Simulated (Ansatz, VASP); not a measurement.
Al: VASP beside Ansatz

INCAR

```
SYSTEM = Al
PREC = Accurate ; ENCUT = 520
EDIFF = 1E-6 ; ISMEAR = 0
SIGMA = 0.1 ; LREAL = .FALSE.
LASPH = .TRUE. ; NELM = 60
ALGO = Normal ; ISIF = 2
LWAVE = .FALSE. ; LCHARG = .FALSE.
GGA = PE ; NBANDS = 8
```

File KPOINTS:

```
regular mesh
0
G
  14 14 14
  0 0 0
```

The input POSCAR:

```
Al
1.0
    0.0000000000      2.0248050000      2.0248050000
    2.0248050000      0.0000000000      2.0248050000
    2.0248050000      2.0248050000      0.0000000000
Al
1
Direct
    0.0000000000      0.0000000000      0.0000000000
```

Input for Ansatz:

```yaml
crystal:
  lattice:
    - [0.0, 2.024805, 2.024805]
    - [2.024805, 0.0, 2.024805]
    - [2.024805, 2.024805, 0.0]
  atoms:
    - { symbol: Al, position: [0.0, 0.0, 0.0] }
basis:
  ecutwfc: 420
kpoints:
  mp_grid: { grid: [14, 14, 14] }
hamiltonian:
  xc: pbe
scf:
  occupations: { method: gaussian, width: 0.1 }
output:
  forces: true
  stress: true
  eigenvalues: true
```

Alike in both runs: task single point; functional PBE; k mesh 14 × 14 × 14; occupations gaussian, width 0.1 eV; no spin polarisation.

|  | VASP | Ansatz |
| --- | --- | --- |
| version | VASP 6.6.1 | Ansatz 0.2.0 |
| potentials or method | VASP PAW PBE potentials, release 64 (Al), cutoff 520 eV | scalar-relativistic, plane waves, PAW |
| valence electrons in the cell | 3 | 3 |

VASP gave:

| Quantity | Value |
| --- | --- |
| gap on the k mesh at the Fermi level (eV) | none |
| pressure (GPa) | -0.8 |

Estimate Ansatz's values.

gap on the k mesh at the Fermi level (eV): none; pressure (GPa): -0.7.

A gap of «none» marks a metal or a gap that the smearing closes.
